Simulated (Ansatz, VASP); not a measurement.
**NbP in VASP and in Ansatz**

```xyz
8
Lattice="0.0000 -3.3203 0.0000 -3.3203 0.0000 0.0000 0.0000 0.0000 -11.2904" Properties=species:S:1:pos:R:3 pbc="T T T"
Nb    0.0000    0.0750   -2.8205
Nb   -1.6601   -1.7351   -8.4657
Nb   -1.6601    0.0637   -5.6431
Nb    0.0000   -1.7238  -11.2883
P     0.0000   -0.0664   -7.5370
P    -1.6601   -1.5937   -1.8918
P    -3.3203   -1.5901   -4.7144
P    -1.6601   -0.0700  -10.3596
```

Change from the starting cell: mode 4 (96.7 1/cm) frozen in, largest displacement +0.075 Å.

Alike in both runs: task single point; functional PBEsol; k mesh 14 × 14 × 4; occupations gaussian, width 0.15 eV; no spin polarisation.

|  | VASP | Ansatz |
| --- | --- | --- |
| version | VASP 6.6.1 | Ansatz 0.2.0 |
| potentials or method | VASP PAW PBE potentials, release 64 (Nb_sv, P), cutoff 500 eV | scalar-relativistic, plane waves, PAW |
| valence electrons in the cell | 72 | 72 |

Ansatz gave:

```
gap on the k mesh at the Fermi level (eV)                     : none
pressure (GPa)                                                : 0.0
traceless stress, the component that is largest in VASP (GPa) : 0.15
rms of the force components (eV/Å)                            : 0.095
```

Q: What did VASP give for the same quantities?

A: gap on the k mesh at the Fermi level (eV): none; pressure (GPa): -0.2; traceless stress, the component that is largest in VASP (GPa): 0.16; rms of the force components (eV/Å): 0.096.

VASP's potentials were made for PBE, not for PBEsol. Atom by atom the forces differ by 0.001 eV/Å (rms over components). A gap of «none» marks a metal or a gap that the smearing closes.
